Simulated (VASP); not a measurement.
Runs of VASP 6.6.1 on NaHF2. The structure is that of space group R-3m (No. 166), or close to it. The cells are those of the table. 

| cell | gap on the mesh (eV) | pressure (GPa) | largest force (eV/Å) |
| --- | --- | --- | --- |
| a = 5.011 Å, angles 38.3°, 4 atoms | 7.64 | -1.9 | 2.74 |
| a = 4.797 Å, angles 40.0°, 4 atoms | 8.01 | 3.5 | 2.01 |
| a = 4.904 Å, angles 39.1°, 4 atoms | (b) | (a) | 2.43 |
| a = 5.119 Å, angles 37.4°, 4 atoms | 7.42 | -3.9 | 2.97 |
| a = 5.227 Å, angles 36.6°, 4 atoms | 7.17 | -5.6 | 3.12 |

Alike in all rows: task single point; level r2SCAN; potentials or basis VASP PAW PBE potentials, release 64 (Na_pv, H, F); no spin polarisation; k mesh 12 × 12 × 12; cutoff (eV) 520; smearing gaussian 0.05 eV.

Question: Estimate the missing entries.

Answer: (a) 0.6; (b) 7.84.

Caveats: the PAW data sets were made with another functional, which shifts forces and pressure a little; the stress differs along the axes, from -16 to 5 GPa (at least some runs); the stress differs along the axes, from -5 to 8 GPa (at least some runs); the stress differs along the axes, from -11 to 6 GPa (at least some runs); the stress differs along the axes, from -21 to 4 GPa (at least some runs); the stress differs along the axes, from -24 to 4 GPa (at least some runs).

A k mesh can miss the band edges.
